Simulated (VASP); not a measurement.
## SnO (zincblende type): single point with PBE

SnO (zincblende type):

```
CELL_PARAMETERS angstrom
0.00000 2.71922 2.71922
2.71922 0.00000 2.71922
2.71922 2.71922 0.00000
ATOMIC_POSITIONS crystal
Sn 0.00000 0.00000 0.00000
O 0.25000 0.25000 0.25000
```

This cell differs from its parent crystal: volume scaled by 0.98.

```json
{
 "Program": "VASP 6.6.1",
 "Task": "single point",
 "Functional": "PBE",
 "Potentials or basis": "VASP PAW PBE potentials, release 64 (Sn_d, O)",
 "Cutoff": "520 eV",
 "k mesh": "12 × 12 × 12",
 "Occupations": "fermi-dirac, width 0.08 eV",
 "Spin": "no spin polarisation"
}
```

- Pressure: 1.3 GPa
- Band gap on the k mesh: zero (band 10 reaches 6.00 eV, above the bottom of band 11 at 5.81 eV)

Levels at points of the mesh, in eV from the Fermi level:
| k point | band 6 | band 7 | band 8 | band 9 | band 10 | band 11 | band 12 | band 13 | band 14 | band 15 |
| --- | --- | --- | --- | --- | --- | --- | --- | --- | --- | --- |
| (0.00, 0.00, 0.00) | -18.85 | -6.27 | -3.59 | -3.59 | -3.59 | 4.46 | 4.46 | 4.46 | 8.99 | 11.45 |
| (0.50, 0.00, 0.00) | -18.26 | -7.91 | -4.01 | -4.01 | -2.37 | 1.68 | 4.60 | 4.60 | 8.53 | 11.00 |
| (0.50, 0.50, 0.00) | -18.09 | -7.73 | -4.75 | -4.75 | -0.59 | -0.15 | 5.20 | 5.20 | 5.45 | 10.18 |

Run time: 51 s on 1 thread of Intel Xeon 6975P-C, on a shared host, peak memory 0.2 GiB.

Caveat: spin-orbit coupling is left out, which moves the levels of the heavy elements.
